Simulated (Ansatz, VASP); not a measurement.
## KI in VASP and in Ansatz

```
CELL_PARAMETERS angstrom
0.00000 3.53277 3.53277
3.53277 0.00000 3.53277
3.53277 3.53277 0.00000
ATOMIC_POSITIONS crystal
K 0.00000 0.00000 0.00000
I 0.50000 0.50000 0.50000
```

Alike in both runs: task single point; functional PBE; k mesh 4 × 4 × 4; no spin polarisation.

|  | VASP | Ansatz |
| --- | --- | --- |
| version | VASP 6.6.1 | Ansatz 0.2.0 |
| potentials or method | VASP PAW PBE potentials, release 64 (K_sv, I), cutoff 500 eV | plane waves, PAW |
| occupations | gaussian, width 0.01 eV | fixed |
| valence electrons in the cell | 16 | 26 |

Ansatz gave:

| Quantity | Value |
| --- | --- |
| gap on the k mesh at the Fermi level (eV) | 3.97 |

Estimate VASP's values.

gap on the k mesh at the Fermi level (eV): 3.96.

VASP's potentials hold 16 valence electrons a cell and Ansatz's 26, so a difference there can come from the potentials and not from the codes.

Spin-orbit coupling is off throughout.
